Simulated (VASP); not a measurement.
Runs of VASP 6.6.1 on C. The structure is that of space group R-3m (No. 166), or close to it. The cells are those of the table. 

| cell | gap on the mesh (eV) | pressure (GPa) | largest force (eV/Å) |
| --- | --- | --- | --- |
| a = 3.620 Å, angles 39.5°, 2 atoms | (b) | 8.1 | 0.62 |
| a = 3.741 Å, angles 39.5°, 2 atoms | 0.83 | -19.2 | (a) |
| a = 3.680 Å, angles 39.5°, 2 atoms | 0.57 | -6.6 | 0.63 |
| a = 3.589 Å, angles 39.5°, 2 atoms | 0.70 | 17.0 | - |
| a = 3.711 Å, angles 39.5°, 2 atoms | (c) | -13.0 | (d) |

Alike in all rows: task single point; level PBE+D3(BJ); potentials or basis VASP PAW PBE potentials, release 64 (C); no spin polarisation; k mesh 15 × 15 × 15; cutoff (eV) 520; smearing gaussian 0.05 eV.

Task: Estimate the missing entries.

Result: (a) 2.57; (b) 0.74; (c) 0.50; (d) 1.28.

Caveats: forces of over 1 eV/Å act on the atoms, so gaps and moduli don't describe the material at rest (some runs).

A k mesh can miss the band edges.
